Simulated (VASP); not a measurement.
# Na2S (Fm-3m) in VASP: further runs

Aim: see how the results for Na2S move with the level of theory and the settings. Levels: PBEsol+D3(BJ), r2SCAN, PBE-based screened hybrid, PBE-based global hybrid. Tasks: single point.

All numbers are computed with VASP 6.6.1; they aren't measurements. Logs are shortened: lines on timing, memory, paths and dates and some standing lists are left out, and cuts for length are marked.

### 1 The cell of the first run

The structure is cubic, space group Fm-3m (No. 225). Conventional cell: a = 6.511 Å, b = 6.511 Å, c = 6.511 Å, α = 90.00°, β = 90.00°, γ = 90.00°. Na (site symmetry -43m) has 4 S at 2.82 Å and 6 Na at 3.26 Å within 3.7 Å. Within 3.7 Å of S (site symmetry m-3m) lie 8 Na at 2.82 Å.

### 2 Single point, PBEsol+D3(BJ)

INCAR reads:

```
SYSTEM = Na2S
PREC = Accurate
ENCUT = 500
EDIFF = 1E-6
ISMEAR = 0
SIGMA = 0.01
LREAL = .False.
LASPH = .True.
NELM = 120
ALGO = Normal
ISIF = 2
LWAVE = .False.
LCHARG = .False.
GGA = PS
IVDW = 12
NBANDS = 17
GGA_COMPAT = .False.
```

KPOINTS reads:

```
Automatic mesh
0
Gamma
  6 6 6
  0 0 0
```

POSCAR reads:

```
Na2S
1.0
    0.0000000000      3.2554286299      3.2554286299
    3.2554286299      0.0000000000      3.2554286299
    3.2554286299      3.2554286299      0.0000000000
Na S
2 1
Direct
    0.2500000000      0.2500000000      0.2500000000
    0.7500000000      0.7500000000      0.7500000000
    0.0000000000      0.0000000000      0.0000000000
```

Potentials or basis: VASP PAW PBE potentials, release 64 (Na_pv, S).

On the command line:

```console
> cat potpaw_PBE.64/Na_pv/POTCAR potpaw_PBE.64/S/POTCAR > POTCAR
> mpirun -np 1 vasp_std > vasp.out
```

OUTCAR:

```text
SYSTEM = Na2S
   PREC = Accurate
   ENCUT = 500
   EDIFF = 1E-6
   ISMEAR = 0
   LREAL = .False.
   LASPH = .True.
   NELM = 120
   ISIF = 2
   GGA = PS
   IVDW = 12
 IVDW          = 12

 ion  position               nearest neighbor table
   1  0.250  0.250  0.250-
   2  0.750  0.750  0.750-
   3  0.000  0.000  0.000-

  LATTYP: Found a face centered cubic cell.
 ALAT       =     6.5108572598

  Lattice vectors:

 A1 = (   0.0000000000,   3.2554286299,   3.2554286299)
 A2 = (   3.2554286299,   0.0000000000,   3.2554286299)
 A3 = (   3.2554286299,   3.2554286299,   0.0000000000)

Analysis of symmetry for initial positions (statically):
=====================================================================
 Subroutine PRICEL returns:
 Original cell was already a primitive cell.

 Routine SETGRP: Setting up the symmetry group for a
 face centered cubic supercell.

 Subroutine GETGRP returns: Found 48 space group operations
 (whereof 48 operations were pure point group operations)
 out of a pool of 48 trial point group operations.

The static configuration has the point symmetry O_h .

Analysis of symmetry for dynamics (positions and initial velocities):
=====================================================================
 Subroutine PRICEL returns:
 Original cell was already a primitive cell.

 Routine SETGRP: Setting up the symmetry group for a
 face centered cubic supercell.

 Subroutine GETGRP returns: Found 48 space group operations
 (whereof 48 operations were pure point group operations)
 out of a pool of 48 trial point group operations.

The dynamic configuration has the point symmetry O_h .

 Subroutine INISYM returns: Found 48 space group operations
 (whereof 48 operations are pure point group operations),
 and found     1 'primitive' translations

----------------------------------------------------------------------------------------

                                     Primitive cell

  volume of cell :      69.0009

  direct lattice vectors                    reciprocal lattice vectors
     0.000000000  3.255428630  3.255428630    -0.153589606  0.153589606  0.153589606
     3.255428630  0.000000000  3.255428630     0.153589606 -0.153589606  0.153589606
     3.255428630  3.255428630  0.000000000     0.153589606  0.153589606 -0.153589606

  length of vectors
     4.603871320  4.603871320  4.603871320     0.266025001  0.266025001  0.266025001

  position of ions in fractional coordinates (direct lattice)
     0.250000000  0.250000000  0.250000000
     0.750000000  0.750000000  0.750000000
     0.000000000  0.000000000  0.000000000

  ion indices of the primitive-cell ions
   primitive index   ion index
                 1           1
                 2           2
                 3           3

----------------------------------------------------------------------------------------

 KPOINTS: Automatic mesh

Automatic generation of k-mesh.
 Grid dimensions read from file:
 generate k-points for:    6    6    6

 Generating k-lattice:

  Cartesian coordinates                     Fractional coordinates (reciprocal lattice)
    -0.025598268  0.025598268  0.025598268     0.166666667  0.000000000  0.000000000
     0.025598268 -0.025598268  0.025598268     0.000000000  0.166666667  0.000000000
     0.025598268  0.025598268 -0.025598268     0.000000000  0.000000000  0.166666667

  Length of vectors
     0.044337500  0.044337500  0.044337500

  Shift w.r.t. Gamma in fractional coordinates (k-lattice)
     0.000000000  0.000000000  0.000000000

 Subroutine IBZKPT returns following result:
 ===========================================

 Found     16 irreducible k-points:

 Following reciprocal coordinates:
            Coordinates               Weight
  0.000000  0.000000  0.000000      1.000000
  0.166667  0.000000  0.000000      8.000000
  0.333333  0.000000  0.000000      8.000000
  0.500000  0.000000  0.000000      4.000000
  0.166667  0.166667  0.000000      6.000000
  0.333333  0.166667  0.000000     24.000000
[... 8 lines left out ...]
 -0.333333  0.333333  0.166667     24.000000
 -0.333333  0.500000  0.166667     12.000000
   k-points           NKPTS =     16   k-points in BZ     NKDIM =     16   number of bands    NBANDS=     17
   number of dos      NEDOS =    301   number of ions     NIONS =      3
   total plane-waves  NPLWV =  46656
   dimension x,y,z NGX =    36 NGY =   36 NGZ =   36
   dimension x,y,z NGXF=    72 NGYF=   72 NGZF=   72
   ions per type =               2   1
   NGX,Y,Z   is equivalent  to a cutoff of  13.00, 13.00, 13.00 a.u.
   NGXF,Y,Z  is equivalent  to a cutoff of  26.00, 26.00, 26.00 a.u.
 SYSTEM =  Na2S
   PREC   = accura    normal or accurate (medium, high low for compatibility)
   ISTART =      0    job   : 0-new  1-cont  2-samecut
   ICHARG =      2    charge: 1-file 2-atom 10-const
   ISPIN  =      1    spin polarized calculation?
   LNONCOLLINEAR =      F non collinear calculations
   LSORBIT =      F    spin-orbit coupling
   LASPH  =      T    aspherical Exc in radial PAW
   ENCUT  =  500.0 eV  36.75 Ry    6.06 a.u.   8.39  8.39  8.39*2*pi/ulx,y,z
   NELM   =    120;   NELMIN=  2; NELMDL= -5     # of ELM steps
   EDIFF  = 0.1E-05   stopping-criterion for ELM
   LREAL  =      F    real-space projection
   EDIFFG = 0.1E-04   stopping-criterion for IOM
   NSW    =      0    number of steps for IOM
   IBRION =     -1    ionic relax: 0-MD 1-quasi-New 2-CG
   NFREE  =      0    steps in history (QN), initial steepest desc. (CG)
   ISIF   =      2    stress and relaxation
   ISYM   =      2    0-nonsym 1-usesym 2-fastsym
   POTIM  = 0.5000    time-step for ionic-motion
   TEBEG  =    0.0;   TEEND  =   0.0 temperature during run
   PSTRESS=    0.0 pullay stress
   NELECT =      20.0000    total number of electrons
   NUPDOWN=      -1.0000    fix difference up-down
   EMIN   =  10.00;   EMAX   =-10.00  energy-range for DOS
   EFERMI =   0.00;   METHOD = LEGACY
   ISMEAR =     0;   SIGMA  =   0.01  broadening in eV -4-tet -1-fermi 0-gaus
   EFERMI_NEDOS =   21; number of points for ismear=-14 and -15
   IALGO  =     38    algorithm
   IMIX   =      4    mixing-type and parameters
     AMIX     =   0.40;   BMIX     =  1.00
     AMIX_MAG =   1.60;   BMIX_MAG =  1.00
  volume/ion in A,a.u.               =      23.00       155.21
  Fermi-wavevector in a.u.,A,eV,Ry     =   1.083428  2.047382 15.970734  1.173816
  Thomas-Fermi vector in A             =   2.219494
   LORBIT       =      0    0 simple, 1 ext, 2 COOP (PROOUT), +10 PAW based schemes
   GGA     = PS    functional components
   LHFCALC =     F    Hartree Fock is set to
   AEXX    =    0.0000 exact exchange contribution
   IVDW    =    12    specifies the selected vdW correction
   LEPSILON=     F    determine dielectric tensor
   LRPA    =     F    only Hartree local field effects (RPA)
 non-spin polarized calculation
 Gauss-broadening in eV      SIGMA  =   0.01
  energy-cutoff  :      500.00
  volume of cell :       69.00
 maximum number of plane-waves:      1807
 NGX is ok and might be reduce to    36
   NGX = 17   NGY = 17   NGZ = 17

 number of electron      19.9999984 magnetization

 Free energy of the ion-electron system (eV)
  ---------------------------------------------------
  ext. energy  EPLUGINS =         0.00000000
  ---------------------------------------------------
  free energy    TOTEN  =       -10.37489163 eV

  energy without entropy =      -10.37489163  energy(sigma->0) =      -10.37489163

 E-fermi :   0.2845     XC(G=0):  -8.0063

 val. band max:        0.1713991235   @ k =   0.0000   0.0000   0.0000
 cond. band min:       2.5807098173   @ k =   0.0000   0.0000   0.0000
 fundamental gap:      2.4093106938
 Fermi energy:         0.2845123953

 k-point     1 :       0.0000    0.0000    0.0000
  band No.  band energies     occupation
      1     -21.8670      2.00000
      2     -21.8670      2.00000
      3     -21.8670      2.00000
      4     -21.8095      2.00000
      5     -21.8095      2.00000
      6     -21.8095      2.00000
[... 9 lines left out ...]
     16       9.5009      0.00000
     17      11.3385      0.00000

 k-point     2 :       0.1667    0.0000    0.0000
  band No.  band energies     occupation
      1     -21.8645      2.00000
      2     -21.8634      2.00000
      3     -21.8634      2.00000
      4     -21.8154      2.00000
      5     -21.8136      2.00000
      6     -21.8136      2.00000
[... 9 lines left out ...]
     16       9.0366      0.00000
     17      10.6939      0.00000

 k-point     3 :       0.3333    0.0000    0.0000
  band No.  band energies     occupation
      1     -21.8573      2.00000
      2     -21.8534      2.00000
      3     -21.8534      2.00000
      4     -21.8294      2.00000
      5     -21.8245      2.00000
      6     -21.8245      2.00000
[... 9 lines left out ...]
     16       9.9186      0.00000
     17      10.5445      0.00000

 k-point     4 :       0.5000    0.0000    0.0000
  band No.  band energies     occupation
      1     -21.8481      2.00000
      2     -21.8422      2.00000
      3     -21.8401      2.00000
      4     -21.8401      2.00000
      5     -21.8383      2.00000
      6     -21.8383      2.00000
[... 9 lines left out ...]
     16      11.6012      0.00000
     17      11.6012      0.00000
[... 183 lines left out ...]
      1     -21.8804      2.00000
      2     -21.8702      2.00000
      3     -21.8571      2.00000
      4     -21.8235      2.00000
      5     -21.8149      2.00000
      6     -21.8018      2.00000
[... 9 lines left out ...]
     16      11.2454      0.00000
     17      12.2617      0.00000

 k-point    15 :      -0.3333    0.3333    0.1667
  band No.  band energies     occupation
      1     -21.8837      2.00000
      2     -21.8783      2.00000
      3     -21.8407      2.00000
      4     -21.8406      2.00000
      5     -21.8042      2.00000
      6     -21.8033      2.00000
[... 9 lines left out ...]
     16      10.7499      0.00000
     17      12.2333      0.00000

 k-point    16 :      -0.3333    0.5000    0.1667
  band No.  band energies     occupation
      1     -21.8921      2.00000
      2     -21.8825      2.00000
      3     -21.8598      2.00000
      4     -21.8211      2.00000
      5     -21.7999      2.00000
      6     -21.7964      2.00000
[... 9 lines left out ...]
     16      11.3325      0.00000
     17      12.1415      0.00000

------------------------ aborting loop because EDIFF is reached ----------------------------------------

 Edisp (eV)   -0.68745

 E8    (eV) :    -0.4615

  FORCE on cell =-STRESS in cart. coord.  units (eV):
  Direction    XX          YY          ZZ          XY          YZ          ZX
  --------------------------------------------------------------------------------------
  -------------------------------------------------------------------------------------
  Total      -0.75681    -0.75681    -0.75681     0.00000     0.00000    -0.00000
  in kB     -17.57283   -17.57283   -17.57283     0.00000     0.00000    -0.00000
  external pressure =      -17.57 kB  Pullay stress =        0.00 kB

 VOLUME and BASIS-vectors are now :
 -----------------------------------------------------------------------------
  energy-cutoff  :      500.00
  volume of cell :       69.00
      direct lattice vectors                 reciprocal lattice vectors
     0.000000000  3.255428630  3.255428630    -0.153589606  0.153589606  0.153589606
     3.255428630  0.000000000  3.255428630     0.153589606 -0.153589606  0.153589606
     3.255428630  3.255428630  0.000000000     0.153589606  0.153589606 -0.153589606

 POSITION                                       TOTAL-FORCE (eV/Angst)
 -----------------------------------------------------------------------------------
      1.62771      1.62771      1.62771         0.000000      0.000000      0.000000
      4.88314      4.88314      4.88314        -0.000000     -0.000000     -0.000000
      0.00000      0.00000      0.00000         0.000000      0.000000      0.000000
 -----------------------------------------------------------------------------------
    total drift:                                0.000000      0.000000      0.000000

  FREE ENERGIE OF THE ION-ELECTRON SYSTEM (eV)
  ---------------------------------------------------
  free  energy   TOTEN  =       -11.0623458192 eV

  energy  without entropy=      -11.0623458192  energy(sigma->0) =      -11.06234582
```

It took 13 s on 1 thread of Intel Xeon 6975P-C (Granite Rapids), shared host; peak memory 0.2 GiB.

Results:

* Free energy: -11.0623 eV
* Pressure: -1.8 GPa
* Band gap on the k mesh: 2.41 eV, direct
* Dispersion energy per atom: -0.229 eV

Levels at points of the mesh, in eV from the valence-band top:
```
           k point  band 7  band 8  band 9  band 10  band 11  band 12  band 13  band 14
(0.00, 0.00, 0.00)  -10.15    0.00    0.00     0.00     2.41     7.71     7.71     7.71
(0.50, 0.00, 0.00)   -9.89   -1.70   -0.14    -0.14     4.76     6.37     7.09     7.09
(0.50, 0.50, 0.00)   -9.81   -1.52   -0.47    -0.47     3.70     5.99     8.51     9.75
```

Caveat: the PAW data sets were made with another functional, which shifts forces and pressure a little.

(Continued in part 2 of 3.)
